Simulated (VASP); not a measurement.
# BaFeO3 (Pm-3m) in VASP: relaxation of volume and atoms at fixed shape with LDA

Aim: the relaxation of volume and atoms at fixed shape of BaFeO3 with LDA.

Program: VASP 6.6.1. These are calculated values, not measurements. Logs are shortened: lines on timing, memory, paths and dates and some standing lists are left out, and cuts for length are marked.

**1. The cell of the first run**

It takes space group Pm-3m (No. 221, cubic). Conventional cell: a = 4.020 Å, b = 4.020 Å, c = 4.020 Å, α = 90.00°, β = 90.00°, γ = 90.00°. Within 3.7 Å of Ba (site symmetry m-3m) lie 12 O at 2.84 Å and 8 Fe at 3.48 Å. Fe (site symmetry m-3m) has 6 O at 2.01 Å within 2.7 Å. Within 2.7 Å of O (site symmetry 4/mmm) lie 2 Fe at 2.01 Å.

**2. Relaxation of volume and atoms at fixed shape, LDA, collinear spin, ferromagnetic start**

The input, INCAR:

```
PREC     = Accurate       # precision mode
ENCUT    = 600            # plane-wave cutoff, eV
EDIFF    = 1E-7           # SCF threshold, eV
ISMEAR   = -1             # smearing method
SIGMA    = 0.1            # smearing width, eV
LREAL    = False          # projectors in reciprocal space
LASPH    = True           # aspherical terms in the spheres
NELM     = 150            # most SCF steps
ALGO     = Normal         # electronic algorithm
ISIF     = 8              # what is computed and relaxed
LWAVE    = False          # write WAVECAR
LCHARG   = False          # write CHGCAR
ISPIN    = 2              # spin polarisation
MAGMOM   = 0 2.4 0 0 0    # initial moments
LORBIT   = 11             # projections on sites
LMAXMIX  = 4              # l up to which the mixer works
GGA      = CA             # functional
IBRION   = 2              # ionic algorithm
NSW      = 80             # ionic steps
EDIFFG   = -0.01          # ionic threshold
```

The input, KPOINTS:

```
regular mesh
0
Gamma
  8 8 8
```

The input, POSCAR:

```
BaFeO3
1.0
    4.0200000000      0.0000000000      0.0000000000
    0.0000000000      4.0200000000      0.0000000000
    0.0000000000      0.0000000000      4.0200000000
Ba Fe O
1 1 3
Direct
    0.0000000000      0.0000000000      0.0000000000
    0.5000000000      0.5000000000      0.5000000000
    0.5000000000      0.5000000000      0.0000000000
    0.0000000000      0.5000000000      0.5000000000
    0.5000000000      0.0000000000      0.5000000000
```

Potentials or basis: VASP PAW LDA potentials, release 64 (Ba_sv, Fe, O).

Started as:

```console
$ cat potpaw_LDA.64/Ba_sv/POTCAR potpaw_LDA.64/Fe/POTCAR potpaw_LDA.64/O/POTCAR > POTCAR
$ mpirun -np 1 vasp_std > vasp.out
```

OUTCAR:

```text
PREC = Accurate
   ENCUT = 600
   EDIFF = 1E-7
   ISMEAR = -1
   LREAL = False
   LASPH = True
   NELM = 150
   ISIF = 8
   ISPIN = 2
   LORBIT = 11
   GGA = CA
   IBRION = 2
   NSW = 80
   EDIFFG = -0.01

 ion  position               nearest neighbor table
   1  0.000  0.000  0.000-   3 2.84   4 2.84   5 2.84   4 2.84   5 2.84   3 2.84   4 2.84   4 2.84
                             3 2.84   5 2.84   5 2.84   3 2.84   2 3.48   2 3.48   2 3.48   2 3.48
   2  0.500  0.500  0.500-   3 2.01   4 2.01   5 2.01   3 2.01   5 2.01   4 2.01   1 3.48   1 3.48
                             1 3.48   1 3.48   1 3.48   1 3.48   1 3.48   1 3.48
   3  0.500  0.500  0.000-   2 2.01   2 2.01   1 2.84   1 2.84   1 2.84   1 2.84
   4  0.000  0.500  0.500-   2 2.01   2 2.01   1 2.84   1 2.84   1 2.84   1 2.84
   5  0.500  0.000  0.500-   2 2.01   2 2.01   1 2.84   1 2.84   1 2.84   1 2.84

  LATTYP: Found a simple cubic cell.
 ALAT       =     4.0200000000

  Lattice vectors:

 A1 = (   4.0200000000,   0.0000000000,   0.0000000000)
 A2 = (   0.0000000000,   4.0200000000,   0.0000000000)
 A3 = (   0.0000000000,   0.0000000000,   4.0200000000)

Analysis of symmetry for initial positions (statically):
=====================================================================
 Subroutine PRICEL returns:
 Original cell was already a primitive cell.

 Routine SETGRP: Setting up the symmetry group for a
 simple cubic supercell.

 Subroutine GETGRP returns: Found 48 space group operations
 (whereof 48 operations were pure point group operations)
 out of a pool of 48 trial point group operations.

The static configuration has the point symmetry O_h .

Analysis of symmetry for dynamics (positions and initial velocities):
=====================================================================
 Subroutine PRICEL returns:
 Original cell was already a primitive cell.

 Routine SETGRP: Setting up the symmetry group for a
 simple cubic supercell.

 Subroutine GETGRP returns: Found 48 space group operations
 (whereof 48 operations were pure point group operations)
 out of a pool of 48 trial point group operations.

The dynamic configuration has the point symmetry O_h .

Analysis of structural, dynamic, and magnetic symmetry:
=====================================================================
 Subroutine PRICEL returns:
 Original cell was already a primitive cell.

 Routine SETGRP: Setting up the symmetry group for a
 simple cubic supercell.

 Subroutine GETGRP returns: Found 48 space group operations
 (whereof 48 operations were pure point group operations)
 out of a pool of 48 trial point group operations.

The overall configuration has the point symmetry O_h .

 Subroutine INISYM returns: Found 48 space group operations
 (whereof 48 operations are pure point group operations),
 and found     1 'primitive' translations

----------------------------------------------------------------------------------------

                                     Primitive cell

  volume of cell :      64.9648

  direct lattice vectors                    reciprocal lattice vectors
     4.020000000  0.000000000  0.000000000     0.248756219  0.000000000  0.000000000
     0.000000000  4.020000000  0.000000000     0.000000000  0.248756219  0.000000000
     0.000000000  0.000000000  4.020000000     0.000000000  0.000000000  0.248756219

  length of vectors
     4.020000000  4.020000000  4.020000000     0.248756219  0.248756219  0.248756219

  position of ions in fractional coordinates (direct lattice)
     0.000000000  0.000000000  0.000000000
     0.500000000  0.500000000  0.500000000
     0.500000000  0.500000000  0.000000000
     0.000000000  0.500000000  0.500000000
     0.500000000  0.000000000  0.500000000

  ion indices of the primitive-cell ions
   primitive index   ion index
                 1           1
                 2           2
                 3           3
                 4           4
                 5           5

----------------------------------------------------------------------------------------

 KPOINTS: regular mesh

Automatic generation of k-mesh.
 Grid dimensions read from file:
 generate k-points for:    8    8    8

 Generating k-lattice:

  Cartesian coordinates                     Fractional coordinates (reciprocal lattice)
     0.031094527  0.000000000  0.000000000     0.125000000  0.000000000  0.000000000
     0.000000000  0.031094527  0.000000000     0.000000000  0.125000000  0.000000000
     0.000000000  0.000000000  0.031094527     0.000000000  0.000000000  0.125000000

  Length of vectors
     0.031094527  0.031094527  0.031094527

  Shift w.r.t. Gamma in fractional coordinates (k-lattice)
     0.000000000  0.000000000  0.000000000

 Subroutine IBZKPT returns following result:
 ===========================================

 Found     35 irreducible k-points:

 Following reciprocal coordinates:
            Coordinates               Weight
  0.000000  0.000000  0.000000      1.000000
  0.125000  0.000000  0.000000      6.000000
  0.250000  0.000000  0.000000      6.000000
  0.375000  0.000000  0.000000      6.000000
  0.500000  0.000000  0.000000      3.000000
  0.125000  0.125000  0.000000     12.000000
[... 16 lines left out ...]
  0.375000  0.375000  0.125000     24.000000
  0.500000  0.375000  0.125000     24.000000
 [... further k-points ...]
   k-points           NKPTS =     35   k-points in BZ     NKDIM =     35   number of bands    NBANDS=     23
   number of dos      NEDOS =    301   number of ions     NIONS =      5
   total plane-waves  NPLWV =  32768
   dimension x,y,z NGX =    32 NGY =   32 NGZ =   32
   dimension x,y,z NGXF=    64 NGYF=   64 NGZF=   64
   ions per type =               1   1   3
   NGX,Y,Z   is equivalent  to a cutoff of  13.23, 13.23, 13.23 a.u.
   NGXF,Y,Z  is equivalent  to a cutoff of  26.47, 26.47, 26.47 a.u.
 SYSTEM =  unknown system
   PREC   = accura    normal or accurate (medium, high low for compatibility)
   ISTART =      0    job   : 0-new  1-cont  2-samecut
   ICHARG =      2    charge: 1-file 2-atom 10-const
   ISPIN  =      2    spin polarized calculation?
   LNONCOLLINEAR =      F non collinear calculations
   LSORBIT =      F    spin-orbit coupling
   LASPH  =      T    aspherical Exc in radial PAW
   ENCUT  =  600.0 eV  44.10 Ry    6.64 a.u.   8.03  8.03  8.03*2*pi/ulx,y,z
   NELM   =    150;   NELMIN=  2; NELMDL= -5     # of ELM steps
   EDIFF  = 0.1E-06   stopping-criterion for ELM
   LREAL  =      F    real-space projection
   EDIFFG = -.1E-01   stopping-criterion for IOM
   NSW    =     80    number of steps for IOM
   IBRION =      2    ionic relax: 0-MD 1-quasi-New 2-CG
   NFREE  =      1    steps in history (QN), initial steepest desc. (CG)
   ISIF   =      8    stress and relaxation
   ISYM   =      2    0-nonsym 1-usesym 2-fastsym
   POTIM  = 0.5000    time-step for ionic-motion
   TEBEG  =    0.0;   TEEND  =   0.0 temperature during run
   PSTRESS=    0.0 pullay stress
   NELECT =      36.0000    total number of electrons
   NUPDOWN=      -1.0000    fix difference up-down
   EMIN   =  10.00;   EMAX   =-10.00  energy-range for DOS
   EFERMI =   0.00;   METHOD = LEGACY
   ISMEAR =    -1;   SIGMA  =   0.10  broadening in eV -4-tet -1-fermi 0-gaus
   EFERMI_NEDOS =   21; number of points for ismear=-14 and -15
   IALGO  =     38    algorithm
   IMIX   =      4    mixing-type and parameters
     AMIX     =   0.40;   BMIX     =  1.00
     AMIX_MAG =   1.60;   BMIX_MAG =  1.00
  volume/ion in A,a.u.               =      12.99        87.68
  Fermi-wavevector in a.u.,A,eV,Ry     =   1.344672  2.541061 24.601267  1.808142
  Thomas-Fermi vector in A             =   2.472647
   LORBIT       =     11    0 simple, 1 ext, 2 COOP (PROOUT), +10 PAW based schemes
   GGA     = CA    functional components
   LHFCALC =     F    Hartree Fock is set to
   AEXX    =    0.0000 exact exchange contribution
   IVDW    =     0    specifies the selected vdW correction
   LEPSILON=     F    determine dielectric tensor
   LRPA    =     F    only Hartree local field effects (RPA)
 conjugate gradient relaxation of ions
 spin polarized calculation
  energy-cutoff  :      600.00
  volume of cell :       64.96
 maximum number of plane-waves:      2216
   NGX = 17   NGY = 17   NGZ = 17

--------------------------------------- Ionic step        1  -------------------------------------------

 number of electron      36.0000008 magnetization       3.6639684

 Free energy of the ion-electron system (eV)
  ---------------------------------------------------
  ext. energy  EPLUGINS =         0.00000000
  ---------------------------------------------------
  free energy    TOTEN  =       -38.18026294 eV

  energy without entropy =      -38.13328137  energy(sigma->0) =      -38.15677215

------------------------ aborting loop because EDIFF is reached ----------------------------------------

  FORCE on cell =-STRESS in cart. coord.  units (eV):
  Direction    XX          YY          ZZ          XY          YZ          ZX
  --------------------------------------------------------------------------------------
  -------------------------------------------------------------------------------------
  Total       -6.5850003     -6.5850003     -6.5850003      0.0000000      0.0000000     -0.0000000
  in kB     -162.4008215   -162.4008215   -162.4008215      0.0000000      0.0000000     -0.0000000
  external PRESSURE =    -162.4008215 kB  Pullay stress =       0.0000000 kB
[... 180 lines left out ...]
  energy  without entropy=      -38.5528472075  energy(sigma->0) =      -38.57925090

--------------------------------------- Ionic step        6  -------------------------------------------

 number of electron      35.9999982 magnetization       3.3240578

 Free energy of the ion-electron system (eV)
  ---------------------------------------------------
  ext. energy  EPLUGINS =         0.00000000
  ---------------------------------------------------
  free energy    TOTEN  =       -38.60568037 eV

  energy without entropy =      -38.55291544  energy(sigma->0) =      -38.57929791

 E-fermi :   3.5972     XC(G=0): -12.1996

 val. band max:        3.5802595321   @ k =   0.2500   0.2500   0.1250
 cond. band min:       3.6175890164   @ k =   0.2500   0.0000   0.0000
 fundamental gap:      0.0373294843
 Fermi energy:         3.5971570454

 spin component 1

 k-point     1 :       0.0000    0.0000    0.0000
  band No.  band energies     occupation
      1     -21.3225      1.00000
      2     -14.3752      1.00000
      3     -13.3032      1.00000
      4     -13.3032      1.00000
      5      -6.6050      1.00000
      6      -6.6050      1.00000
[... 613 lines left out ...]
     22      11.6462      0.00000
     23      11.7369      0.00000

 [... further k-points ...]

 spin component 2

 k-point     1 :       0.0000    0.0000    0.0000
  band No.  band energies     occupation
      1     -21.2903      1.00000
      2     -14.0801      1.00000
      3     -12.9541      1.00000
      4     -12.9541      1.00000
      5      -6.5520      1.00000
      6      -6.5520      1.00000
[... 613 lines left out ...]
     22      11.7378      0.00000
     23      11.8714      0.00000

 [... further k-points ...]

------------------------ aborting loop because EDIFF is reached ----------------------------------------

  FORCE on cell =-STRESS in cart. coord.  units (eV):
  Direction    XX          YY          ZZ          XY          YZ          ZX
  --------------------------------------------------------------------------------------
  -------------------------------------------------------------------------------------
  Total       -0.0011885     -0.0011885     -0.0011885     -0.0000000      0.0000000     -0.0000000
  in kB       -0.0331631     -0.0331631     -0.0331631     -0.0000000      0.0000000     -0.0000000
  external PRESSURE =      -0.0331631 kB  Pullay stress =       0.0000000 kB
[... 20 lines left out ...]
  FREE ENERGIE OF THE ION-ELECTRON SYSTEM (eV)
  ---------------------------------------------------
  free  energy   TOTEN  =       -38.6056803717 eV

  energy  without entropy=      -38.5529154427  energy(sigma->0) =      -38.57929791

 reached required accuracy - stopping structural energy minimisation

 total charge

# of ion       s       p       d       tot
------------------------------------------
    1        2.012   5.649   0.406   8.068
    2        0.419   0.672   6.080   7.170
    3        1.554   3.408   0.000   4.962
    4        1.554   3.408   0.000   4.962
    5        1.554   3.408   0.000   4.962
--------------------------------------------------
tot          7.093  16.546   6.486  30.125

 magnetization (x)

# of ion       s       p       d       tot
------------------------------------------
    1        0.002   0.016   0.011   0.030
    2        0.011   0.011   2.573   2.596
    3        0.009   0.161   0.000   0.171
    4        0.009   0.161   0.000   0.171
    5        0.009   0.161   0.000   0.171
--------------------------------------------------
tot          0.042   0.512   2.584   3.138
```

Run time: 2.8 min. Hardware: 1 thread of Intel Xeon 6975P-C (Granite Rapids), shared host; peak memory 0.25 GiB.

Results:

```yaml
Free_energy: -38.6057 eV
Relaxed_volume: 11.48 Å³/atom
Relaxed_cell: a = 3.858 Å, b = 3.858 Å, c = 3.858 Å, α = 90.00°, β = 90.00°, γ = 90.00°
Space_group_after_relaxing_to_0.1_Å: Pm-3m (No. 221)
Energy_gained_by_relaxing: 85.1 meV/atom
Ionic_steps: 6
Pressure_after_relaxing: 0.0 GPa
Net_moment: 3.32 μB per cell
Site_moments: Ba +0.03; Fe +2.60; O +0.17 μB
Valence_electrons_inside_the_program's_atomic_spheres: Ba 8.07; Fe 7.17; O 4.96
```

The path:
| step | energy change (eV) | largest force (eV/Å) | pressure (GPa) | volume (Å³) |
| --- | --- | --- | --- | --- |
| 1 | 0.0000 | 0.0000 | -16.24 | 64.96 |
| 2 | -0.2462 | 0.0000 | 15.24 | 53.35 |
| 3 | -0.4254 | 0.0000 | -0.19 | 57.48 |
| 4 | -0.4254 | 0.0000 | 0.24 | 57.34 |
| 5 | -0.4254 | 0.0000 | -0.16 | 57.47 |
| 6 | -0.4254 | 0.0000 | 0.00 | 57.42 |

Final structure:
```
CELL_PARAMETERS angstrom
3.85790 0.00000 0.00000
0.00000 3.85790 0.00000
0.00000 0.00000 3.85790
ATOMIC_POSITIONS crystal
Ba 0.00000 0.00000 0.00000
Fe 0.50000 0.50000 0.50000
O 0.50000 0.50000 0.00000
O 0.00000 0.50000 0.50000
O 0.50000 0.00000 0.50000
```

Levels at points of the mesh, in eV from the Fermi level:
Spin up:
| k point | band 16 | band 17 | band 18 | band 19 | band 20 | band 21 | band 22 | band 23 |
| --- | --- | --- | --- | --- | --- | --- | --- | --- |
| (0.00, 0.00, 0.00) | -2.02 | -1.85 | -1.85 | -0.85 | -0.85 | -0.85 | 4.63 | 4.63 |
| (0.50, 0.00, 0.00) | -1.84 | -1.77 | -1.77 | -0.58 | -0.58 | 0.68 | 6.90 | 7.69 |
| (0.50, 0.50, 0.00) | -1.13 | -1.01 | -1.01 | -0.91 | -0.74 | 2.78 | 8.00 | 8.17 |
| (0.50, 0.50, 0.50) | -0.81 | -0.24 | -0.24 | -0.24 | 2.79 | 2.79 | 6.66 | 6.66 |
Spin down:
```tsv
k point	band 12	band 13	band 14	band 15	band 16	band 17	band 18	band 19	band 20	band 21
(0.00, 0.00, 0.00)	-1.65	-1.65	-0.74	-0.74	-0.74	-0.52	-0.52	-0.52	0.46	0.46
(0.50, 0.00, 0.00)	-2.64	-2.64	-2.55	-1.47	-1.47	-0.67	0.47	1.03	1.03	2.44
(0.50, 0.50, 0.00)	-3.66	-3.40	-1.20	-1.20	-0.52	0.89	0.89	1.03	1.29	4.31
(0.50, 0.50, 0.50)	-2.94	-2.94	-0.41	-0.41	-0.41	1.50	1.50	1.50	4.32	4.32
```

Caveat: spin-orbit coupling is left out, which moves the levels of the heavy elements; a cell with one magnetic atom can't hold antiferromagnetic order, which such compounds often take; semilocal functionals often make such compounds metallic where correlation or magnetic order opens a gap, which also shifts bond lengths. LDA usually gives volumes a few per cent too small.
